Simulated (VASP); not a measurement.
A run of VASP 6.6.1 is set up as follows.

INCAR

```
PREC = Accurate ; ENCUT = 520
EDIFF = 1E-6 ; ISMEAR = 0
SIGMA = 0.05 ; LREAL = False
LASPH = True ; NELM = 100
ALGO = Normal ; ISIF = 2
LWAVE = False ; LCHARG = True
GGA = PS ; IVDW = 12
LELF = True ; LVHAR = True
NBANDS = 11
```

KPOINTS

```
Automatic mesh
0
Gamma
  15 15 15
```

The input POSCAR:

```
C
1.0
    1.2189287796      0.7037488590      3.2563122841
   -1.2189287796      0.7037488590      3.2563122841
    0.0000000000     -1.4074977180      3.2563122841
C
2
Direct
    0.1584476895      0.1747193539      0.1665835217
    0.8415523105      0.8252806461      0.8334164783
```

Potentials or basis: VASP PAW PBE potentials, release 64 (C).

Run with:

```sh
$ cat potpaw_PBE.64/C/POTCAR > POTCAR
$ mpirun -np 1 vasp_std > vasp.out
```

(1) Estimate the largest force.

(2) Estimate the pressure.

Answers

(1) 2.343 eV/Å.

(2) 9.5 GPa.

Caveat: the cell differs from its parent crystal (atoms displaced along a vibrational mode, the cell strained); the cell stands under pressure; the PAW data sets were made with another functional, which shifts forces and pressure a little.
